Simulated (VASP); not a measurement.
# SnSe (C2) in VASP: single point with PBE

Aim: the single point of SnSe with PBE.

Program: VASP 6.6.1. These are calculated values, not measurements. Logs are shortened: lines on timing, memory, paths and dates and some standing lists are left out, and cuts for length are marked.

### Step 1. The cell of the first run

Symmetry: C2, No. 5, monoclinic system. Conventional cell: a = 7.283 Å, b = 4.282 Å, c = 4.296 Å, α = 90.00°, β = 124.51°, γ = 90.00°. Within 3.9 Å of Sn (site symmetry 2) lie 6 Se at 2.95 to 3.12 Å. Within 3.9 Å of Se (site symmetry 2) lie 6 Sn at 2.95 to 3.12 Å.

### Step 2. Single point, PBE (strained)

INCAR

```
ALGO = Normal
EDIFF = 1E-6
ENCUT = 520
GGA = PE
ISIF = 2
ISMEAR = 0
LASPH = True
LCHARG = False
LREAL = False
LWAVE = False
NBANDS = 17
NELM = 100
PREC = Accurate
SIGMA = 0.05
```

KPOINTS

```
k-points
0
Gamma
  10 10 10
```

POSCAR

```
SnSe
1.0
    0.0000000000      3.0275182000      3.0275182000
    2.9713817000      0.0252238000      3.0022944000
    3.0315817000      3.0624944000     -0.0349762000
Sn Se
1 1
Direct
   -0.0140951518      0.0000000000      0.0000000000
    0.5140951518      0.5000000000      0.5000000000
```

Potentials or basis: VASP PAW PBE potentials, release 64 (Sn_d, Se).

Started as:

```
$ cat potpaw_PBE.64/Sn_d/POTCAR potpaw_PBE.64/Se/POTCAR > POTCAR
$ mpirun -np 1 vasp_std > vasp.out
```

OUTCAR:

```text
EDIFF = 1E-6
   ENCUT = 520
   GGA = PE
   ISIF = 2
   ISMEAR = 0
   LASPH = True
   LREAL = False
   NELM = 100
   PREC = Accurate

 ion  position               nearest neighbor table
   1  0.986  0.000  0.000-   2 2.95   2 2.95   2 3.00   2 3.00   2 3.12   2 3.12
   2  0.514  0.500  0.500-   1 2.95   1 2.95   1 3.00   1 3.00   1 3.12   1 3.12

  LATTYP: Found a base centered monoclinic cell.
 ALAT       =     7.2830169259
 B/A-ratio  =     0.5878823765
 C/A-ratio  =     0.5898340144
 COS(beta)  =    -0.5665948103

  Lattice vectors:

 A1 = (   2.9713817000,   0.0252238000,   3.0022944000)
 A2 = (   2.9713817000,  -3.0022944000,  -0.0252238000)
 A3 = (   0.0602000000,   3.0372706000,  -3.0372706000)

Analysis of symmetry for initial positions (statically):
=====================================================================
 Subroutine PRICEL returns:
 Original cell was already a primitive cell.

 Routine SETGRP: Setting up the symmetry group for a
 base centered monoclinic supercell.

 Subroutine GETGRP returns: Found  2 space group operations
 (whereof  2 operations were pure point group operations)
 out of a pool of  4 trial point group operations.

The static configuration has the point symmetry C_2 .

Analysis of symmetry for dynamics (positions and initial velocities):
=====================================================================
 Subroutine PRICEL returns:
 Original cell was already a primitive cell.

 Routine SETGRP: Setting up the symmetry group for a
 base centered monoclinic supercell.

 Subroutine GETGRP returns: Found  2 space group operations
 (whereof  2 operations were pure point group operations)
 out of a pool of  4 trial point group operations.

The dynamic configuration has the point symmetry C_2 .

 Subroutine INISYM returns: Found  2 space group operations
 (whereof  2 operations are pure point group operations),
 and found     1 'primitive' translations

----------------------------------------------------------------------------------------

                                     Primitive cell

  volume of cell :      55.1886

  direct lattice vectors                    reciprocal lattice vectors
     0.000000000  3.027518200  3.027518200    -0.166617509  0.166802989  0.163500558
     2.971381700  0.025223800  3.002294400     0.169919939 -0.166305429  0.166305429
     3.031581700  3.062494400 -0.034976200     0.163315079  0.163002999 -0.163002999

  length of vectors
     4.281557299  4.224158746  4.309359916     0.286909505  0.290151300  0.282509770

  position of ions in fractional coordinates (direct lattice)
     0.985904848  0.000000000  0.000000000
     0.514095152  0.500000000  0.500000000

  ion indices of the primitive-cell ions
   primitive index   ion index
                 1           1
                 2           2

----------------------------------------------------------------------------------------

 KPOINTS: k-points

Automatic generation of k-mesh.
 Grid dimensions read from file:
 generate k-points for:   10   10   10

 Generating k-lattice:

  Cartesian coordinates                     Fractional coordinates (reciprocal lattice)
    -0.016661751  0.016680299  0.016350056     0.100000000  0.000000000  0.000000000
     0.016991994 -0.016630543  0.016630543     0.000000000  0.100000000 -0.000000000
     0.016331508  0.016300300 -0.016300300     0.000000000  0.000000000  0.100000000

  Length of vectors
     0.028690950  0.029015130  0.028250977

  Shift w.r.t. Gamma in fractional coordinates (k-lattice)
     0.000000000  0.000000000  0.000000000

 Subroutine IBZKPT returns following result:
 ===========================================

 Found    282 irreducible k-points:

 Following reciprocal coordinates:
            Coordinates               Weight
  0.000000  0.000000  0.000000      1.000000
  0.100000  0.000000  0.000000      4.000000
  0.200000  0.000000  0.000000      4.000000
  0.300000 -0.000000 -0.000000      4.000000
  0.400000 -0.000000 -0.000000      4.000000
  0.500000  0.000000  0.000000      2.000000
[... 16 lines left out ...]
 -0.400000  0.200000 -0.000000      4.000000
 -0.300000  0.200000 -0.000000      4.000000
 [... further k-points ...]
   k-points           NKPTS =    282   k-points in BZ     NKDIM =    282   number of bands    NBANDS=     17
   number of dos      NEDOS =    301   number of ions     NIONS =      2
   total plane-waves  NPLWV =  32768
   dimension x,y,z NGX =    32 NGY =   32 NGZ =   32
   dimension x,y,z NGXF=    64 NGYF=   64 NGZF=   64
   ions per type =               1   1
   NGX,Y,Z   is equivalent  to a cutoff of  12.43, 12.59, 12.34 a.u.
   NGXF,Y,Z  is equivalent  to a cutoff of  24.85, 25.19, 24.69 a.u.
 SYSTEM =  unknown system
   PREC   = accura    normal or accurate (medium, high low for compatibility)
   ISTART =      0    job   : 0-new  1-cont  2-samecut
   ICHARG =      2    charge: 1-file 2-atom 10-const
   ISPIN  =      1    spin polarized calculation?
   LNONCOLLINEAR =      F non collinear calculations
   LSORBIT =      F    spin-orbit coupling
   LASPH  =      T    aspherical Exc in radial PAW
   ENCUT  =  520.0 eV  38.22 Ry    6.18 a.u.   7.96  7.85  8.01*2*pi/ulx,y,z
   NELM   =    100;   NELMIN=  2; NELMDL= -5     # of ELM steps
   EDIFF  = 0.1E-05   stopping-criterion for ELM
   LREAL  =      F    real-space projection
[... 7 lines left out ...]
   TEBEG  =    0.0;   TEEND  =   0.0 temperature during run
   PSTRESS=    0.0 pullay stress
   NELECT =      20.0000    total number of electrons
   NUPDOWN=      -1.0000    fix difference up-down
   EMIN   =  10.00;   EMAX   =-10.00  energy-range for DOS
   EFERMI =   0.00;   METHOD = LEGACY
   ISMEAR =     0;   SIGMA  =   0.05  broadening in eV -4-tet -1-fermi 0-gaus
   EFERMI_NEDOS =   21; number of points for ismear=-14 and -15
   IALGO  =     38    algorithm
   IMIX   =      4    mixing-type and parameters
     AMIX     =   0.40;   BMIX     =  1.00
     AMIX_MAG =   1.60;   BMIX_MAG =  1.00
  volume/ion in A,a.u.               =      27.59       186.22
  Fermi-wavevector in a.u.,A,eV,Ry     =   1.167172  2.205636 18.535096  1.362291
  Thomas-Fermi vector in A             =   2.303676
   LORBIT       =      0    0 simple, 1 ext, 2 COOP (PROOUT), +10 PAW based schemes
   GGA     = PE    functional components
   LHFCALC =     F    Hartree Fock is set to
   AEXX    =    0.0000 exact exchange contribution
   IVDW    =     0    specifies the selected vdW correction
   LEPSILON=     F    determine dielectric tensor
   LRPA    =     F    only Hartree local field effects (RPA)
 non-spin polarized calculation
 Gauss-broadening in eV      SIGMA  =   0.05
  energy-cutoff  :      520.00
  volume of cell :       55.19
 maximum number of plane-waves:      1504
   NGX = 15   NGY = 15   NGZ = 17

 number of electron      20.0000002 magnetization

 Free energy of the ion-electron system (eV)
  ---------------------------------------------------
  ext. energy  EPLUGINS =         0.00000000
  ---------------------------------------------------
  free energy    TOTEN  =        -8.21223313 eV

  energy without entropy =       -8.21223307  energy(sigma->0) =       -8.21223310

 E-fermi :   5.7209     XC(G=0):  -9.5407

 val. band max:        5.5894355594   @ k =   0.0000   0.0000   0.5000
 cond. band min:       5.8642479953   @ k =  -0.1000   0.4000  -0.0000
 fundamental gap:      0.2748124358
 Fermi energy:         5.7208668249

 k-point     1 :       0.0000    0.0000    0.0000
  band No.  band energies     occupation
      1     -16.1410      2.00000
      2     -16.1403      2.00000
      3     -16.1381      2.00000
      4     -16.1358      2.00000
      5     -16.1342      2.00000
      6      -8.3404      2.00000
[... 9 lines left out ...]
     16      11.6038      0.00000
     17      13.5631      0.00000

 k-point     2 :       0.1000    0.0000    0.0000
  band No.  band energies     occupation
      1     -16.1411      2.00000
      2     -16.1395      2.00000
      3     -16.1376      2.00000
      4     -16.1359      2.00000
      5     -16.1342      2.00000
      6      -8.2716      2.00000
[... 9 lines left out ...]
     16      11.7827      0.00000
     17      14.2247      0.00000

 k-point     3 :       0.2000    0.0000    0.0000
  band No.  band energies     occupation
      1     -16.1422      2.00000
      2     -16.1391      2.00000
      3     -16.1366      2.00000
      4     -16.1351      2.00000
      5     -16.1322      2.00000
      6      -8.0785      2.00000
[... 9 lines left out ...]
     16      12.3905      0.00000
     17      15.7334      0.00000

 k-point     4 :       0.3000   -0.0000   -0.0000
  band No.  band energies     occupation
      1     -16.1442      2.00000
      2     -16.1406      2.00000
      3     -16.1366      2.00000
      4     -16.1313      2.00000
      5     -16.1288      2.00000
      6      -7.8065      2.00000
[... 9 lines left out ...]
     16      13.3771      0.00000
     17      17.2580      0.00000

 k-point     5 :       0.4000   -0.0000   -0.0000
  band No.  band energies     occupation
      1     -16.1460      2.00000
      2     -16.1423      2.00000
      3     -16.1363      2.00000
      4     -16.1281      2.00000
      5     -16.1258      2.00000
      6      -7.5483      2.00000
[... 9 lines left out ...]
     16      14.6730      0.00000
     17      16.4960      0.00000

 k-point     6 :       0.5000    0.0000    0.0000
  band No.  band energies     occupation
      1     -16.1467      2.00000
      2     -16.1430      2.00000
      3     -16.1362      2.00000
      4     -16.1268      2.00000
      5     -16.1247      2.00000
      6      -7.4371      2.00000
[... 9 lines left out ...]
     16      15.6491      0.00000
     17      16.0290      0.00000

 k-point     7 :       0.0000    0.1000    0.0000
  band No.  band energies     occupation
      1     -16.1403      2.00000
      2     -16.1398      2.00000
      3     -16.1370      2.00000
      4     -16.1362      2.00000
      5     -16.1348      2.00000
      6      -8.2695      2.00000
[... 9 lines left out ...]
     16      11.6773      0.00000
     17      14.2392      0.00000

 k-point     8 :       0.1000    0.1000    0.0000
  band No.  band energies     occupation
      1     -16.1417      2.00000
      2     -16.1391      2.00000
      3     -16.1373      2.00000
      4     -16.1362      2.00000
      5     -16.1338      2.00000
      6      -8.2494      2.00000
[... 9 lines left out ...]
     16      12.1906      0.00000
     17      13.7667      0.00000
[... 203 lines left out ...]
      1     -16.1457      2.00000
      2     -16.1397      2.00000
      3     -16.1348      2.00000
      4     -16.1337      2.00000
      5     -16.1312      2.00000
      6      -7.9943      2.00000
[... 9 lines left out ...]
     16      13.6768      0.00000
     17      14.1898      0.00000

 k-point    20 :       0.3000    0.2000   -0.0000
  band No.  band energies     occupation
      1     -16.1483      2.00000
      2     -16.1400      2.00000
      3     -16.1349      2.00000
      4     -16.1324      2.00000
      5     -16.1276      2.00000
      6      -7.7937      2.00000
[... 9 lines left out ...]
     16      14.3851      0.00000
     17      15.2067      0.00000

 k-point    21 :       0.4000    0.2000   -0.0000
  band No.  band energies     occupation
      1     -16.1498      2.00000
      2     -16.1384      2.00000
      3     -16.1367      2.00000
      4     -16.1310      2.00000
      5     -16.1249      2.00000
      6      -7.5494      2.00000
[... 9 lines left out ...]
     16      15.3688      0.00000
     17      16.5010      0.00000

 k-point    22 :       0.5000    0.2000    0.0000
  band No.  band energies     occupation
      1     -16.1498      2.00000
      2     -16.1390      2.00000
      3     -16.1353      2.00000
      4     -16.1308      2.00000
      5     -16.1240      2.00000
      6      -7.3574      2.00000
[... 9 lines left out ...]
     16      15.7787      0.00000
     17      16.3057      0.00000

 k-point    23 :      -0.4000    0.2000   -0.0000
  band No.  band energies     occupation
      1     -16.1481      2.00000
      2     -16.1405      2.00000
      3     -16.1341      2.00000
      4     -16.1302      2.00000
      5     -16.1254      2.00000
      6      -7.3210      2.00000
[... 9 lines left out ...]
     16      14.3740      0.00000
     17      17.0854      0.00000

 k-point    24 :      -0.3000    0.2000   -0.0000
  band No.  band energies     occupation
      1     -16.1454      2.00000
      2     -16.1408      2.00000
      3     -16.1358      2.00000
      4     -16.1294      2.00000
      5     -16.1275      2.00000
      6      -7.4634      2.00000
[... 9 lines left out ...]
     16      15.0116      0.00000
     17      16.1280      0.00000

 [... further k-points ...]

------------------------ aborting loop because EDIFF is reached ----------------------------------------

  FORCE on cell =-STRESS in cart. coord.  units (eV):
  Direction    XX          YY          ZZ          XY          YZ          ZX
  --------------------------------------------------------------------------------------
  -------------------------------------------------------------------------------------
  Total        0.4468569      0.0970466      0.0970466     -0.1257464      0.0600843      0.1257465
  in kB       12.9726722      2.8173526      2.8173526     -3.6505365      1.7443028      3.6505379
  external PRESSURE =       6.2024592 kB  Pullay stress =       0.0000000 kB

 VOLUME and BASIS-vectors are now :
 -----------------------------------------------------------------------------
  energy-cutoff  :      520.00
  volume of cell :       55.19
      direct lattice vectors                 reciprocal lattice vectors
     0.000000000  3.027518200  3.027518200    -0.166617509  0.166802989  0.163500558
     2.971381700  0.025223800  3.002294400     0.169919939 -0.166305429  0.166305429
     3.031581700  3.062494400 -0.034976200     0.163315079  0.163002999 -0.163002999

 POSITION                                       TOTAL-FORCE (eV/Angst)
 -----------------------------------------------------------------------------------
      0.00000      2.98484      2.98484         0.000000      0.007913      0.007913
      3.00148      3.10029      3.04009        -0.000000     -0.007913     -0.007913
 -----------------------------------------------------------------------------------
    total drift:                               -0.000000      0.000032      0.000032

  FREE ENERGIE OF THE ION-ELECTRON SYSTEM (eV)
  ---------------------------------------------------
  free  energy   TOTEN  =        -8.2122331260 eV

  energy  without entropy=       -8.2122330673  energy(sigma->0) =       -8.21223310
```

It took 3 min on 1 thread of AMD EPYC 7R13 (Zen 3), shared host; peak memory 0.36 GiB.

Results:

```
Free energy            : -8.2122 eV
Pressure               : 0.6 GPa
Largest force          : 0.011 eV/Å
Band gap on the k mesh : 0.27 eV (least direct gap 0.50 eV)
```

Forces on the atoms (eV/Å):
```
Sn   0.000  0.008  0.008
Se   0.000 -0.008 -0.008
```

Caveat: the cell differs from its parent crystal (strained); spin-orbit coupling is left out, which moves the levels of the heavy elements.
